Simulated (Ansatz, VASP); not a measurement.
**One calculation of Rb, two programs**

```
Rb
1.0
    -2.84635    2.84635    2.84635
     2.84635   -2.84635    2.84635
     2.84635    2.84635   -2.84635
Rb
1
Direct
  0.00000 0.00000 0.00000
```

Alike in both runs: task single point; functional r2SCAN; k mesh 10 × 10 × 10; occupations gaussian, width 0.05 eV; no spin polarisation.

```csv
,VASP,Ansatz
version,VASP 6.6.1,Ansatz 0.2.0
potentials or method,"VASP PAW PBE potentials, release 64 (Rb_sv), cutoff 520 eV","scalar-relativistic, plane waves, PAW"
valence electrons in the cell,9,9
```

|  | VASP | Ansatz | Ansatz less VASP |
| --- | --- | --- | --- |
| pressure (GPa) | 0.1 | 0.1 | -0.01 |

VASP's potentials were made for PBE, not for r2SCAN.
